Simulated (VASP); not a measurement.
# Al30Ga (a cell with a defect) in VASP: further runs, part 2 of 2

VASP 6.6.1. Earlier steps stand in the parts before.

**4. Single point, PBE**

Contents of INCAR:

```
SYSTEM = Al30Ga
  PREC = Accurate
  ENCUT = 520
  EDIFF = 1E-7
  ISMEAR = 0
  SIGMA = 0.05
  LREAL = Auto
  LASPH = .True.
  NELM = 80
  ALGO = Normal
  ISIF = 2
  LWAVE = .False.
  LCHARG = .False.
  GGA = PE
  NBANDS = 72
```

Contents of KPOINTS:

```
Automatic mesh
0
Gamma
  3 3 3
  0 0 0
```

Contents of POSCAR:

```
Al30Ga
1.0
    8.1000000000      0.0000000000      0.0000000000
    0.0000000000      8.1000000000      0.0000000000
    0.0000000000      0.0000000000      8.1000000000
Al Ga
30 1
Direct
    0.5022197531      0.0029479012     -0.0030244444
    0.7468887654      0.2476192593     -0.0030230864
    0.7510956790     -0.0012625926      0.2504092593
   -0.0000506173     -0.0025765432      0.0016219753
    0.2437325926      0.2460979012      0.0118534568
    0.5037320988      0.5060969136      0.0118423457
    0.7524090123      0.7498798765      0.0016241975
    0.2501567901     -0.0060500000      0.2504060494
    0.5018488889      0.2479886420      0.2504080247
    0.7558818519      0.4996808642      0.2504096296
    0.5022175309      0.0029490123      0.5038414815
    0.7468874074      0.2476193827      0.5038420988
    0.7496637037      0.0001725926      0.7504098765
    0.0034718519      0.4995491358     -0.0026096296
    0.2502895062      0.7463644444     -0.0026122222
   -0.0079109877      0.2477071605      0.2504082716
    0.2490180247      0.5008186420      0.2504070370
    0.5021296296      0.7577403704      0.2504090123
   -0.0000488889     -0.0025734568      0.4991944444
    0.2437343210      0.2460996296      0.4889606173
    0.5037343210      0.5060998765      0.4889722222
    0.7524100000      0.7498829630      0.4991971605
    0.2525250617      0.0013924691      0.7504080247
    0.7484345679      0.4973020988      0.7504098765
    0.0016677778      0.7481718519      0.2504106173
    0.0034716049      0.4995480247      0.5034270370
    0.2502893827      0.7463653086      0.5034276543
    0.0026298765      0.2504408642      0.7504087654
    0.4993967901      0.7472076543      0.7504081481
    0.0025146914      0.7473171605      0.7504081481
    0.4355486420      0.3142561728      0.7504056790
```

Started as:

```console
$ cat potpaw_PBE.64/Al/POTCAR potpaw_PBE.64/Ga_d/POTCAR > POTCAR
$ mpirun -np 1 vasp_std > vasp.out
```

Run time: 9.7 min. Hardware: 1 thread of Intel Xeon Platinum 8259CL at 2.50GHz (Skylake/Cascade Lake), shared host; peak memory 0.67 GiB.

It converged, with:

```
Free energy   : -114.8746 eV
Pressure      : -0.8 GPa
Largest force : 0.489 eV/Å
```

Forces on the atoms (eV/Å):
```
Al  -0.011  0.014 -0.008
Al  -0.014  0.011 -0.007
Al  -0.005  0.004  0.002
Al  -0.010  0.005  0.007
Al  -0.011  0.036 -0.023
Al  -0.036  0.010 -0.024
Al  -0.004  0.009  0.006
Al  -0.007  0.027  0.002
Al  -0.006  0.007  0.001
Al  -0.027  0.008  0.001
Al  -0.011  0.013  0.004
Al  -0.012  0.012  0.004
Al  -0.013  0.011  0.002
Al  -0.013  0.006 -0.005
Al  -0.006  0.012 -0.004
Al  -0.014  0.009  0.000
Al  -0.020  0.020  0.002
Al  -0.009  0.014  0.000
Al  -0.009  0.004 -0.006
Al  -0.009  0.036  0.023
Al  -0.036  0.009  0.023
Al  -0.003  0.010 -0.006
Al  -0.017  0.003  0.000
Al  -0.003  0.017  0.000
Al  -0.003  0.004  0.000
Al  -0.013  0.006  0.003
Al  -0.006  0.014  0.003
Al  -0.014  0.000  0.000
Al   0.000  0.014  0.000
Al  -0.002  0.002 -0.001
Ga   0.346 -0.346  0.000
```

Stress tensor (GPa, compression positive):
```
-0.89  0.17  0.00
 0.17 -0.89  0.00
 0.00  0.00 -0.55
```

Levels at points of the mesh, in eV from the Fermi level:
| k point | band 50 | band 51 | band 52 | band 53 | band 54 | band 55 |
| --- | --- | --- | --- | --- | --- | --- |
| (0.00, 0.00, 0.00) | -0.25 | 0.33 | 0.46 | 0.53 | 0.58 | 0.59 |

**5. Single point, PBE**

Contents of INCAR:

```
ALGO = Normal
EDIFF = 1E-6
ENCUT = 520
GGA = PE
ISIF = 2
ISMEAR = 0
LASPH = T
LCHARG = F
LREAL = Auto
LWAVE = F
NBANDS = 72
NELM = 60
PREC = Accurate
SIGMA = 0.05
```

Contents of KPOINTS:

```
k-points
0
Gamma
  3 3 3
```

Contents of POSCAR:

```
Al30Ga
1.0
    8.1000000000      0.0000000000      0.0000000000
    0.0000000000      8.1000000000      0.0000000000
    0.0000000000      0.0000000000      8.1000000000
Al Ga
30 1
Direct
    0.5003934568      0.0031725926     -0.0031318519
    0.7467670370      0.2494896296     -0.0029629630
    0.7488543210      0.0009372840      0.2501546914
   -0.0018534568     -0.0007143210      0.0015858025
    0.2453567901      0.2426153086      0.0139170370
    0.5073145679      0.5045027160      0.0142695062
    0.7506060494      0.7516809877      0.0014559259
    0.2486514815     -0.0087355556      0.2502362963
    0.5013691358      0.2482850617      0.2501671605
    0.7590795062      0.5012900000      0.2501075309
    0.5003945679      0.0031908642      0.5034588889
    0.7467220988      0.2494923457      0.5033451852
    0.7483193827      0.0017833333      0.7501508642
    0.0037729630      0.5015406173     -0.0036733333
    0.2482965432      0.7462218519     -0.0034383951
   -0.0065290123      0.2494797531      0.2502164198
    0.2487227160      0.5010951852      0.2501635802
    0.5004646914      0.7567854321      0.2500974074
   -0.0018180247     -0.0006570370      0.4987895062
    0.2454755556      0.2427893827      0.4866324691
    0.5074224691      0.5046253086      0.4859190123
    0.7506571605      0.7517717284      0.4988227160
    0.2513554321      0.0024504938      0.7501767901
    0.7472511111      0.4983917284      0.7501216049
   -0.0004071605      0.7502550617      0.2501381481
    0.0037502469      0.5015755556      0.5039856790
    0.2482992593      0.7461811111      0.5038138272
    0.0030493827      0.2525458025      0.7501702469
    0.4971424691      0.7466170370      0.7501034568
    0.0004718519      0.7495055556      0.7501470370
    0.3339759259      0.4163575309      0.7503351852
```

Started as:

```console
$ cat potpaw_PBE.64/Al/POTCAR potpaw_PBE.64/Ga_d/POTCAR > POTCAR
$ mpirun -np 1 vasp_std > vasp.out
```

Run time: 7.2 min. Hardware: 1 thread of Intel Xeon 6975P-C (Granite Rapids), shared host; peak memory 0.66 GiB.

The run converged. Its results:

* Free energy: -114.7686 eV
* Pressure: -0.7 GPa
* Largest force: 0.441 eV/Å

Forces on the atoms (eV/Å):
```
Al   0.008 -0.011 -0.003
Al   0.009 -0.006  0.000
Al   0.003  0.002  0.002
Al   0.003 -0.008  0.003
Al   0.030 -0.013 -0.014
Al   0.013 -0.028 -0.017
Al   0.007 -0.001  0.001
Al   0.005 -0.019 -0.001
Al   0.022 -0.017  0.001
Al   0.012 -0.009  0.001
Al   0.007 -0.013  0.001
Al   0.011 -0.006 -0.002
Al  -0.005 -0.004  0.002
Al   0.015 -0.007 -0.003
Al   0.008 -0.014 -0.003
Al   0.020 -0.009  0.001
Al   0.003 -0.003  0.001
Al   0.007 -0.026  0.000
Al   0.003 -0.008 -0.005
Al   0.030 -0.016  0.014
Al   0.008 -0.032  0.024
Al   0.007 -0.002 -0.003
Al   0.004 -0.013  0.001
Al   0.015 -0.003  0.001
Al   0.005 -0.001  0.002
Al   0.014 -0.008  0.001
Al   0.009 -0.013  0.000
Al   0.012 -0.006  0.000
Al   0.013 -0.005  0.001
Al   0.010 -0.014  0.002
Ga  -0.309  0.314 -0.008
```

Stress tensor (GPa, compression positive):
```
-0.85  0.11  0.00
 0.11 -0.84  0.00
 0.00  0.00 -0.30
```

Levels at points of the mesh, in eV from the Fermi level:
```
           k point  band 48  band 49  band 50  band 51  band 52  band 53  band 54  band 55  band 56  band 57
(0.00, 0.00, 0.00)    -0.32    -0.31    -0.23     0.25     0.42     0.51     0.57     0.59     0.60     1.18
```
